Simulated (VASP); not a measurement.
# Zn (P6_3/mmc) in VASP: notebook

The runs below take Zn through relaxation of cell and atoms, with PBE.

Everything below comes from runs of VASP 6.6.1. Logs are shortened: lines on timing, memory, paths and dates and some standing lists are left out, and cuts for length are marked.

**1. The cell of the first run**

Symmetry: P6_3/mmc, No. 194, hexagonal system. The conventional cell has a = 2.208 Å, b = 2.208 Å, c = 3.578 Å, α = 90.00°, β = 90.00°, γ = 120.00°. Zn (site symmetry -6m2) has 12 Zn at 2.20 to 2.21 Å within 2.9 Å.

**2. Relaxation of cell and atoms, PBE, target pressure 280 GPa, at which the enthalpy is minimised**

Contents of INCAR:

```
PREC = Accurate
ENCUT = 600
EDIFF = 1E-6
ISMEAR = -1
SIGMA = 0.1
LREAL = False
LASPH = True
NELM = 100
ALGO = Normal
ISIF = 3
LWAVE = False
LCHARG = False
GGA = PE
IBRION = 2
NSW = 60
EDIFFG = -0.005
PSTRESS = 2800.0
```

Contents of KPOINTS:

```
Automatic mesh
0
Gamma
  20 20 11
```

Contents of POSCAR:

```
Zn
1.0
    2.2083455023      0.0000000000      0.0000000000
   -1.1041727512      1.9124833053      0.0000000000
    0.0000000000      0.0000000000      3.5775197138
Zn
2
Direct
    0.3333333333      0.6666666667      0.2500000000
    0.6666666667      0.3333333333      0.7500000000
```

Potentials or basis: VASP PAW PBE potentials, release 64 (Zn).

Command:

```bash
cat potpaw_PBE.64/Zn/POTCAR > POTCAR
mpirun -np 1 vasp_std > vasp.out
```

OUTCAR:

```text
PREC = Accurate
   ENCUT = 600
   EDIFF = 1E-6
   ISMEAR = -1
   LREAL = False
   LASPH = True
   NELM = 100
   ISIF = 3
   GGA = PE
   IBRION = 2
   NSW = 60
   EDIFFG = -0.005
   PSTRESS = 2800.0

 ion  position               nearest neighbor table
   1  0.333  0.667  0.250-   2 2.20   2 2.20   2 2.20   2 2.20   2 2.20   2 2.20
   2  0.667  0.333  0.750-   1 2.20   1 2.20   1 2.20   1 2.20   1 2.20   1 2.20

  LATTYP: Found a hexagonal cell.
 ALAT       =     2.2083455023
 C/A-ratio  =     1.6200000000

  Lattice vectors:

 A1 = (   2.2083455023,   0.0000000000,   0.0000000000)
 A2 = (  -1.1041727512,   1.9124833053,   0.0000000000)
 A3 = (   0.0000000000,   0.0000000000,   3.5775197138)

Analysis of symmetry for initial positions (statically):
=====================================================================
 Subroutine PRICEL returns:
 Original cell was already a primitive cell.

 Routine SETGRP: Setting up the symmetry group for a
 hexagonal supercell.

 Subroutine GETGRP returns: Found 24 space group operations
 (whereof 12 operations were pure point group operations)
 out of a pool of 24 trial point group operations.

The static configuration has the point symmetry D_3d.
 The point group associated with its full space group is D_6h.

Analysis of symmetry for dynamics (positions and initial velocities):
=====================================================================
 Subroutine PRICEL returns:
 Original cell was already a primitive cell.

 Routine SETGRP: Setting up the symmetry group for a
 hexagonal supercell.

 Subroutine GETGRP returns: Found 24 space group operations
 (whereof 12 operations were pure point group operations)
 out of a pool of 24 trial point group operations.

The dynamic configuration has the point symmetry D_3d.
 The point group associated with its full space group is D_6h.

 Subroutine INISYM returns: Found 24 space group operations
 (whereof 12 operations are pure point group operations),
 and found     1 'primitive' translations

----------------------------------------------------------------------------------------

                                     Primitive cell

  volume of cell :      15.1094

  direct lattice vectors                    reciprocal lattice vectors
[... 87 lines left out ...]
   EDIFF  = 0.1E-05   stopping-criterion for ELM
   LREAL  =      F    real-space projection
   EDIFFG = -.5E-02   stopping-criterion for IOM
   NSW    =     60    number of steps for IOM
   IBRION =      2    ionic relax: 0-MD 1-quasi-New 2-CG
   NFREE  =      1    steps in history (QN), initial steepest desc. (CG)
   ISIF   =      3    stress and relaxation
   ISYM   =      2    0-nonsym 1-usesym 2-fastsym
   POTIM  = 0.5000    time-step for ionic-motion
   TEBEG  =    0.0;   TEEND  =   0.0 temperature during run
   PSTRESS= 2800.0 pullay stress
   NELECT =      24.0000    total number of electrons
   NUPDOWN=      -1.0000    fix difference up-down
   EMIN   =  10.00;   EMAX   =-10.00  energy-range for DOS
   EFERMI =   0.00;   METHOD = LEGACY
   ISMEAR =    -1;   SIGMA  =   0.10  broadening in eV -4-tet -1-fermi 0-gaus
   EFERMI_NEDOS =   21; number of points for ismear=-14 and -15
   IALGO  =     38    algorithm
   IMIX   =      4    mixing-type and parameters
     AMIX     =   0.40;   BMIX     =  1.00
     AMIX_MAG =   1.60;   BMIX_MAG =  1.00
  volume/ion in A,a.u.               =       7.55        50.98
  Fermi-wavevector in a.u.,A,eV,Ry     =   1.910130  3.609623 49.642190  3.648598
  Thomas-Fermi vector in A             =   2.947036
   LORBIT       =      0    0 simple, 1 ext, 2 COOP (PROOUT), +10 PAW based schemes
   GGA     = PE    functional components
   LHFCALC =     F    Hartree Fock is set to
   AEXX    =    0.0000 exact exchange contribution
   IVDW    =     0    specifies the selected vdW correction
   LEPSILON=     F    determine dielectric tensor
   LRPA    =     F    only Hartree local field effects (RPA)
 conjugate gradient relaxation of ions
 non-spin polarized calculation
  energy-cutoff  :      600.00
  volume of cell :       15.11
 maximum number of plane-waves:       537
 NGX is ok and might be reduce to    18
   NGX =  9   NGY =  9   NGZ = 15

--------------------------------------- Ionic step        1  -------------------------------------------

 number of electron      23.9999988 magnetization

 Free energy of the ion-electron system (eV)
  ---------------------------------------------------
  ext. energy  EPLUGINS =         0.00000000
  ---------------------------------------------------
  free energy    TOTEN  =         4.59229454 eV

  energy without entropy =        4.59781296  energy(sigma->0) =        4.59505375

------------------------ aborting loop because EDIFF is reached ----------------------------------------

  FORCE on cell =-STRESS in cart. coord.  units (eV):
  Direction    XX          YY          ZZ          XY          YZ          ZX
  --------------------------------------------------------------------------------------
  -------------------------------------------------------------------------------------
  Total       27.4976299     27.4976299     26.8039497     -0.0000000     -0.0000000      0.0000000
  in kB     2915.8094273   2915.8094272   2842.2525703     -0.0000001     -0.0000000      0.0000000
  external PRESSURE =      91.2904749 kB  Pullay stress =    2800.0000000 kB
[... 291 lines left out ...]
--------------------------------------- Ionic step        9  -------------------------------------------

 number of electron      23.9999978 magnetization

 Free energy of the ion-electron system (eV)
  ---------------------------------------------------
  ext. energy  EPLUGINS =         0.00000000
  ---------------------------------------------------
  free energy    TOTEN  =         4.37184468 eV

  energy without entropy =        4.37638177  energy(sigma->0) =        4.37411323

 E-fermi :  11.3822     XC(G=0): -15.7324

 val. band max:       11.3109467882   @ k =   0.1000   0.0000   0.0000
 cond. band min:      11.4016042733   @ k =   0.1000   0.0500   0.0000
 fundamental gap:      0.0906574851
 Fermi energy:        11.3822133276

 k-point     1 :       0.0000    0.0000    0.0000
  band No.  band energies     occupation
      1      -7.4319      2.00000
      2      -3.2625      2.00000
      3      -0.5574      2.00000
      4      -0.5574      2.00000
      5      -0.5540      2.00000
      6      -0.2079      2.00000
[... 433 lines left out ...]
      3      -1.8867      2.00000
      4      -1.3878      2.00000
      5      -0.6437      2.00000
      6      -0.3922      2.00000
[... 8 lines left out ...]
     15      21.7608      0.00000
     16      26.8389      0.00000

 [... further k-points ...]
[... 5 lines left out ...]
  --------------------------------------------------------------------------------------
  -------------------------------------------------------------------------------------
  Total       26.6296143     26.6296143     26.6202317     -0.0000000      0.0000000      0.0000000
  in kB     2801.0108323   2801.0108321   2800.0239332     -0.0000002      0.0000000      0.0000000
  external PRESSURE =       0.6818658 kB  Pullay stress =    2800.0000000 kB
[... 21 lines left out ...]
  energy  without entropy=        4.3763817679  energy(sigma->0) =        4.37411323

  enthalpy is  TOTEN    =        30.9918488313 eV   P V=       26.6200041491

 reached required accuracy - stopping structural energy minimisation
```

It took 3.2 min on 1 thread of Intel Xeon Platinum 8488C (Sapphire Rapids), shared host; peak memory 0.19 GiB.

Results:

```yaml
Free_energy: 4.3718 eV
Relaxed_volume: 7.62 Å³/atom
Relaxed_cell: a = 2.222 Å, b = 2.222 Å, c = 3.563 Å, α = 90.00°, β = 90.00°, γ = 120.00°
Space_group_after_relaxing_to_0.1_Å: P6_3/mmc (No. 194)
Energy_change_on_relaxing_the_run_minimises_the_enthalpy: -110.2 meV/atom
Ionic_steps: 9
Pressure_after_relaxing: 280.1 GPa
Band_gap_on_the_k_mesh: zero (bands 12 and 13 overlap by 2.11 eV)
```

Step by step:
```csv
step,energy change (eV),largest force (eV/Å),pressure (GPa),volume (Å³)
1,0.0000,0.0000,289.13,15.11
2,-1.5338,0.0000,225.67,16.07
3,-0.2480,0.0000,278.86,15.25
4,-0.2127,0.0000,280.35,15.23
5,-0.2249,0.0000,279.76,15.23
6,-0.2254,0.0000,279.80,15.23
7,-0.1986,0.0000,280.94,15.22
8,-0.2211,0.0000,279.95,15.23
9,-0.2205,0.0000,280.07,15.23
```

Final structure:
```cif
data_structure
_symmetry_space_group_name_H-M 'P 1'
_symmetry_Int_Tables_number 1
_cell_length_a 2.2220
_cell_length_b 2.2220
_cell_length_c 3.5625
_cell_angle_alpha 90.000
_cell_angle_beta 90.000
_cell_angle_gamma 120.000
_cell_volume 15.23
loop_
_atom_site_label
_atom_site_type_symbol
_atom_site_fract_x
_atom_site_fract_y
_atom_site_fract_z
_atom_site_occupancy
Zn1 Zn 0.33333 0.66667 0.25000 1
Zn2 Zn 0.66667 0.33333 0.75000 1
```

Caveat: the cell is relaxed towards a set pressure, so the run minimises the enthalpy, not the energy.

**3. Relaxation of cell and atoms, PBE, target pressure 280 GPa, at which the enthalpy is minimised**

This run uses another cell than the first one, of 7.58 Å³/atom.

Edit INCAR of step 2 so:

```diff
@@ -7,3 +7,3 @@
 LASPH = True
-NELM = 100
+NELM = 60
 ALGO = Normal
@@ -14,3 +14,3 @@
 IBRION = 2
-NSW = 60
+NSW = 32
 EDIFFG = -0.005
```

Contents of KPOINTS:

```
regular mesh
0
Gamma
  20 20 11
```

Contents of POSCAR:

```
Zn
1.0
    2.2187454809      0.0000000000      0.0000000000
   -1.1093727405      1.9214899510      0.0000000000
    0.0000000000      0.0000000000      3.5550602702
Zn
2
Direct
    0.3333333333      0.6666666667      0.2500000000
    0.6666666667      0.3333333333      0.7500000000
```

Potentials or basis: VASP PAW PBE potentials, release 64 (Zn).

Command:

```bash
cat potpaw_PBE.64/Zn/POTCAR > POTCAR
mpirun -np 1 vasp_std > vasp.out
```

OUTCAR:

```text
PREC = Accurate
   ENCUT = 600
   EDIFF = 1E-6
   ISMEAR = -1
   LREAL = False
   LASPH = True
   NELM = 60
   ISIF = 3
   GGA = PE
   IBRION = 2
   NSW = 32
   EDIFFG = -0.005
   PSTRESS = 2800.0

 ion  position               nearest neighbor table
   1  0.333  0.667  0.250-   2 2.19   2 2.19   2 2.19   2 2.19   2 2.19   2 2.19
   2  0.667  0.333  0.750-   1 2.19   1 2.19   1 2.19   1 2.19   1 2.19   1 2.19

  LATTYP: Found a hexagonal cell.
 ALAT       =     2.2187454809
 C/A-ratio  =     1.6022839487

  Lattice vectors:

 A1 = (   2.2187454809,   0.0000000000,   0.0000000000)
 A2 = (  -1.1093727405,   1.9214899510,   0.0000000000)
 A3 = (   0.0000000000,   0.0000000000,   3.5550602702)
[... 329 lines left out ...]

 number of electron      23.9999987 magnetization

 Free energy of the ion-electron system (eV)
  ---------------------------------------------------
  ext. energy  EPLUGINS =         0.00000000
  ---------------------------------------------------
  free energy    TOTEN  =         4.37243580 eV

  energy without entropy =        4.37696727  energy(sigma->0) =        4.37470154

 E-fermi :  11.3830     XC(G=0): -15.7326

 val. band max:       11.3125551841   @ k =   0.1000  -0.0000   0.0000
 cond. band min:      11.4032096307   @ k =   0.1000   0.0500   0.0000
 fundamental gap:      0.0906544466
 Fermi energy:        11.3829786937

 k-point     1 :       0.0000    0.0000    0.0000
  band No.  band energies     occupation
      1      -7.4317      2.00000
      2      -3.2624      2.00000
      3      -0.5574      2.00000
      4      -0.5574      2.00000
      5      -0.5536      2.00000
      6      -0.2077      2.00000
[... 433 lines left out ...]
      3      -1.8867      2.00000
      4      -1.3879      2.00000
      5      -0.6438      2.00000
      6      -0.3919      2.00000
[... 8 lines left out ...]
     15      21.7604      0.00000
     16      26.8396      0.00000

 [... further k-points ...]
[... 5 lines left out ...]
  --------------------------------------------------------------------------------------
  -------------------------------------------------------------------------------------
  Total       26.6255368     26.6255368     26.6175932     -0.0000000      0.0000000      0.0000000
  in kB     2800.6510494   2800.6510494   2799.8154866     -0.0000002      0.0000000      0.0000000
  external PRESSURE =       0.3725285 kB  Pullay stress =    2800.0000000 kB
[... 21 lines left out ...]
  energy  without entropy=        4.3769672743  energy(sigma->0) =        4.37470154

  enthalpy is  TOTEN    =        30.9917831212 eV   P V=       26.6193473222

 reached required accuracy - stopping structural energy minimisation
```

OSZICAR:

```text
N       E                     dE             d eps       ncg     rms          rms(c)
DAV:   1     0.976933666598E+02    0.97693E+02   -0.13914E+04  9200   0.312E+03
DAV:   2     0.602373905016E+01   -0.91670E+02   -0.90195E+02  8688   0.335E+02
DAV:   3     0.377719265533E+01   -0.22465E+01   -0.22423E+01  9880   0.616E+01
DAV:   4     0.377342224294E+01   -0.37704E-02   -0.37703E-02  9880   0.239E+00
[... 32 lines left out ...]
       N       E                     dE             d eps       ncg     rms          rms(c)
DAV:   1     0.437240566563E+01   -0.14349E-02   -0.67645E-04  9992   0.266E-01    0.366E-02
DAV:   2     0.437242541380E+01    0.19748E-04   -0.16787E-05  9776   0.969E-02    0.213E-02
DAV:   3     0.437243588735E+01    0.10474E-04   -0.10525E-05 11216   0.703E-02    0.278E-03
DAV:   4     0.437243579902E+01   -0.88327E-07   -0.11032E-06  4968   0.113E-02
   5 F= 0.30991783E+02 E0= 0.30994049E+02  d E =-.338600E-05
```

It took 1.8 min on 1 thread of Intel Xeon Platinum 8488C (Sapphire Rapids), shared host; peak memory 0.18 GiB.

What came out:

```
Free energy                                                : 4.3724 eV
Relaxed volume                                             : 7.62 Å³/atom
Relaxed cell                                               : a = 2.222 Å, b = 2.222 Å, c = 3.562 Å, α = 90.00°, β = 90.00°, γ = 120.00°
Space group after relaxing (to 0.1 Å)                      : P6_3/mmc (No. 194)
Energy change on relaxing (the run minimises the enthalpy) : -66.6 meV/atom
Ionic steps                                                : 5
Pressure after relaxing                                    : 280.0 GPa
Band gap on the k mesh                                     : zero (bands 12 and 13 overlap by 2.11 eV)
```

Stress tensor (GPa, compression positive):
```
280.07   0.00   0.00
  0.00 280.07   0.00
  0.00   0.00 279.98
```

The path:
| step | energy change (eV) | largest force (eV/Å) | pressure (GPa) | volume (Å³) |
| --- | --- | --- | --- | --- |
| 1 | 0.0000 | 0.0000 | 285.52 | 15.16 |
| 2 | -0.9593 | 0.0000 | 245.57 | 15.74 |
| 3 | -0.1345 | 0.0000 | 279.98 | 15.23 |
| 4 | -0.1318 | 0.0000 | 280.23 | 15.23 |
| 5 | -0.1332 | 0.0000 | 280.04 | 15.23 |

Final structure:
```cif
data_structure
_symmetry_space_group_name_H-M 'P 1'
_symmetry_Int_Tables_number 1
_cell_length_a 2.2220
_cell_length_b 2.2220
_cell_length_c 3.5624
_cell_angle_alpha 90.000
_cell_angle_beta 90.000
_cell_angle_gamma 120.000
_cell_volume 15.23
loop_
_atom_site_label
_atom_site_type_symbol
_atom_site_fract_x
_atom_site_fract_y
_atom_site_fract_z
_atom_site_occupancy
Zn1 Zn 0.33333 0.66667 0.25000 1
Zn2 Zn 0.66667 0.33333 0.75000 1
```

Levels at points of the mesh, in eV from the Fermi level:
```csv
k point,band 8,band 9,band 10,band 11,band 12,band 13,band 14,band 15,band 16
"(0.00, 0.00, 0.00)",-11.25,-11.25,-9.98,-9.98,-7.70,-0.18,21.14,23.35,23.35
"(0.50, 0.00, 0.00)",-9.88,-9.73,-9.71,-6.81,-4.21,4.30,5.46,7.79,9.77
```

Caveat: the cell is relaxed towards a set pressure, so the run minimises the enthalpy, not the energy.

The gap in the log of VASP goes by the Fermi energy; the results here count the filled bands.